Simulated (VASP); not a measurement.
# CdS (Hawleyite) (F-43m) in VASP: a series of runs, part 2 of 2

VASP 6.6.1. The steps go on from the part before.

### Step 4. Relaxation of cell and atoms, PBE0

Contents of POSCAR:

```
CdS
1.0
    0.0000000000      2.9165000000      2.9165000000
    2.9165000000      0.0000000000      2.9165000000
    2.9165000000      2.9165000000      0.0000000000
Cd S
1 1
Direct
    0.0000000000      0.0000000000      0.0000000000
    0.7500000000      0.7500000000      0.7500000000
```

Contents of INCAR.step1:

```
SYSTEM = CdS
ALGO     = Normal         ! electronic algorithm
EDIFF    = 1E-5           ! SCF threshold, eV
ENCUT    = 600            ! plane-wave cutoff, eV
GGA      = PE             ! functional
ISMEAR   = -1             ! smearing method
LASPH    = .TRUE.         ! aspherical terms in the spheres
LCHARG   = .FALSE.        ! write CHGCAR
LREAL    = .FALSE.        ! projectors in reciprocal space
LWAVE    = .TRUE.         ! write WAVECAR
NBANDS   = 16             ! bands
NELM     = 60             ! most SCF steps
PREC     = Accurate       ! precision mode
SIGMA    = 0.05           ! smearing width, eV
```

Contents of INCAR.step2:

```
SYSTEM = CdS
AEXX     = 0.25           ! exact-exchange fraction
ALGO     = Normal         ! electronic algorithm
EDIFF    = 1E-7           ! SCF threshold, eV
EDIFFG   = -0.01          ! ionic threshold
ENCUT    = 600            ! plane-wave cutoff, eV
GGA      = PE             ! functional
IBRION   = 2              ! ionic algorithm
ISIF     = 3              ! what is computed and relaxed
ISMEAR   = -1             ! smearing method
ISTART   = 1            
LASPH    = .TRUE.         ! aspherical terms in the spheres
LCHARG   = .FALSE.        ! write CHGCAR
LHFCALC  = .TRUE.         ! exact exchange
LREAL    = .FALSE.        ! projectors in reciprocal space
LWAVE    = .FALSE.        ! write WAVECAR
NELM     = 60             ! most SCF steps
NSW      = 60             ! ionic steps
PREC     = Accurate       ! precision mode
PRECFOCK = Normal       
SIGMA    = 0.05           ! smearing width, eV
```

Contents of KPOINTS:

```
k-points
0
G
  4 4 4
  0 0 0
```

Potentials or basis: VASP PAW PBE potentials, release 64 (Cd, S).

Command:

```console
cat potpaw_PBE.64/Cd/POTCAR potpaw_PBE.64/S/POTCAR > POTCAR
cp INCAR.step1 INCAR
mpirun -np 1 vasp_std > vasp.out
cp INCAR.step2 INCAR
mpirun -np 1 vasp_std > vasp.out
```

OUTCAR:

```text
SYSTEM = CdS
   AEXX = 0.25
   EDIFF = 1E-7
   EDIFFG = -0.01
   ENCUT = 600
   GGA = PE
   IBRION = 2
   ISIF = 3
   ISMEAR = -1
   ISTART = 1
   LASPH = .TRUE.
   LHFCALC = .TRUE.
   LREAL = .FALSE.
   NELM = 60
   NSW = 60
   PREC = Accurate
   PRECFOCK = Normal

 ion  position               nearest neighbor table
   1  0.000  0.000  0.000-   2 2.53   2 2.53   2 2.53   2 2.53
   2  0.750  0.750  0.750-   1 2.53   1 2.53   1 2.53   1 2.53

  LATTYP: Found a face centered cubic cell.
 ALAT       =     5.8330000000

  Lattice vectors:

 A1 = (   0.0000000000,   2.9165000000,   2.9165000000)
 A2 = (   2.9165000000,   0.0000000000,   2.9165000000)
 A3 = (   2.9165000000,   2.9165000000,   0.0000000000)

Analysis of symmetry for initial positions (statically):
=====================================================================
 Subroutine PRICEL returns:
 Original cell was already a primitive cell.

 Routine SETGRP: Setting up the symmetry group for a
 face centered cubic supercell.

 Subroutine GETGRP returns: Found 24 space group operations
 (whereof 24 operations were pure point group operations)
 out of a pool of 48 trial point group operations.

The static configuration has the point symmetry T_d .

[... 146 lines left out ...]
 Free energy of the ion-electron system (eV)
  ---------------------------------------------------
  ext. energy  EPLUGINS =         0.00000000
  ---------------------------------------------------
  free energy    TOTEN  =        -8.18144888 eV

  energy without entropy =       -8.18144888  energy(sigma->0) =       -8.18144888

------------------------ aborting loop because EDIFF is reached ----------------------------------------

  FORCE on cell =-STRESS in cart. coord.  units (eV):
  Direction    XX          YY          ZZ          XY          YZ          ZX
  --------------------------------------------------------------------------------------
  -------------------------------------------------------------------------------------
  Total        0.5860400      0.5860400      0.5860400      0.0000000     -0.0000000      0.0000000
  in kB       18.9243892     18.9243892     18.9243892      0.0000000     -0.0000000      0.0000000
  external PRESSURE =      18.9243892 kB  Pullay stress =       0.0000000 kB
[... 59 lines left out ...]
--------------------------------------- Ionic step        3  -------------------------------------------

 number of electron      17.9999999 magnetization

 Free energy of the ion-electron system (eV)
  ---------------------------------------------------
  ext. energy  EPLUGINS =         0.00000000
  ---------------------------------------------------
  free energy    TOTEN  =        -8.19000845 eV

  energy without entropy =       -8.19000845  energy(sigma->0) =       -8.19000845

 E-fermi :   1.1077     XC(G=0):  -7.1076

 val. band max:        0.0384525369   @ k =   0.0000   0.0000   0.0000
 cond. band min:       2.8584634770   @ k =   0.0000   0.0000   0.0000
 fundamental gap:      2.8200109401
 Fermi energy:         1.1076689464

 k-point     1 :       0.0000    0.0000    0.0000
  band No.  band energies     occupation
      1     -13.3754      2.00000
      2      -8.7645      2.00000
      3      -8.7645      2.00000
      4      -8.7645      2.00000
      5      -8.3195      2.00000
      6      -8.3195      2.00000
      7       0.0385      2.00000
      8       0.0385      2.00000
      9       0.0385      2.00000
     10       2.8585      0.00000
     11       8.4980      0.00000
     12       8.4980      0.00000
     13       8.4980      0.00000
[... 139 lines left out ...]
  FREE ENERGIE OF THE ION-ELECTRON SYSTEM (eV)
  ---------------------------------------------------
  free  energy   TOTEN  =        -8.1900084471 eV

  energy  without entropy=       -8.1900084471  energy(sigma->0) =       -8.19000845

 reached required accuracy - stopping structural energy minimisation
```

Run time: 40 min. Hardware: 1 thread of Intel Xeon Platinum 8259CL at 2.50GHz (Skylake/Cascade Lake), shared host; peak memory 0.23 GiB.

Results:

| Property | Result |
| --- | --- |
| Free energy | -8.1900 eV |
| Relaxed volume | 25.55 Å³/atom |
| Relaxed cell | a = 4.165 Å, b = 4.165 Å, c = 4.165 Å, α = 60.00°, β = 60.00°, γ = 60.00° |
| Space group after relaxing (to 0.05 Å) | F-43m (No. 216) |
| Energy gained by relaxing | 4.3 meV/atom |
| Ionic steps | 3 |
| Pressure after relaxing | 0.0 GPa |
| Band gap on the k mesh | 2.82 eV, direct |

Step by step:
| step | energy change (eV) | largest force (eV/Å) | pressure (GPa) | volume (Å³) |
| --- | --- | --- | --- | --- |
| 1 | 0.0000 | 0.0000 | 1.89 | 49.62 |
| 2 | -0.0070 | 0.0000 | -0.74 | 51.75 |
| 3 | -0.0086 | 0.0000 | 0.00 | 51.10 |

Final structure:
```xyz
2
Lattice="0.0000 2.9453 2.9453 2.9453 0.0000 2.9453 2.9453 2.9453 0.0000" Properties=species:S:1:pos:R:3 pbc="T T T"
Cd    0.0000    0.0000    0.0000
S     4.4179    4.4179    4.4179
```

Caveat: the k points lie up to 0.46 Å⁻¹ apart in the final cell; the PAW data sets were made with another functional, which shifts forces and pressure a little.

### Step 5. Overview

| task | cell | k mesh | cutoff (eV) | gap on the mesh (eV) | pressure (GPa) |
| --- | --- | --- | --- | --- | --- |
| single point | a = 4.125 Å, angles 60.0°, 2 atoms | 6 × 6 × 6 | 520 | 2.83 | 1.8 |
| single point | a = 4.162 Å, angles 60.0°, 2 atoms | 4 × 4 × 4 | 520 | 2.83 | 0.2 |
| relaxation of cell and atoms | relaxed from a = 4.125 Å, angles 60.0°, 2 atoms | 4 × 4 × 4 | 600 | 2.82 | 0.0 |

Alike in all rows: level PBE0; potentials or basis VASP PAW PBE potentials, release 64 (Cd, S); no spin polarisation; smearing fermi-dirac 0.05 eV.

Caveats: some runs use coarse meshes; the PAW data sets were made with another functional, which shifts forces and pressure a little.

Absolute energies hang on the potentials; compare differences alone.
